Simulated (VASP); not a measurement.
Input of a VASP 6.6.1 run:

Contents of INCAR:

```
SYSTEM = Ta
  PREC = Accurate
  ENCUT = 520
  EDIFF = 1E-6
  ISMEAR = -1
  SIGMA = 0.05
  LREAL = .False.
  LASPH = .True.
  NELM = 60
  ALGO = Normal
  ISIF = 2
  LWAVE = .False.
  LCHARG = .False.
  GGA = PS
  NBANDS = 18
```

The input KPOINTS:

```
Automatic mesh
0
Gamma
  13 13 7
  0 0 0
```

Contents of POSCAR:

```
Ta
1.0
    2.9003720000      0.0000000000      0.0000000000
   -1.4501860000      2.5117958324      0.0000000000
    0.0000000000      0.0000000000      5.1662740000
Ta
2
Direct
    0.6666670000      0.3333330000      0.7500000000
    0.3333330000      0.6666670000      0.2500000000
```

Potentials or basis: VASP PAW PBE potentials, release 64 (Ta_pv).

Command:

```bash
$ cat potpaw_PBE.64/Ta_pv/POTCAR > POTCAR
$ mpirun -np 1 vasp_std > vasp.out
```

Estimate the pressure.

-7.0 GPa.

Estimate the band gap on the k mesh.

zero (band 11 reaches 6.47 eV, above the bottom of band 12 at 4.84 eV).

Stress tensor (GPa, compression positive):
```
-6.89  0.00  0.00
 0.00 -6.89  0.00
 0.00  0.00 -7.34
```

Caveat: the PAW data sets were made with another functional, which shifts forces and pressure a little; spin-orbit coupling is left out, which moves the levels of the heavy elements.
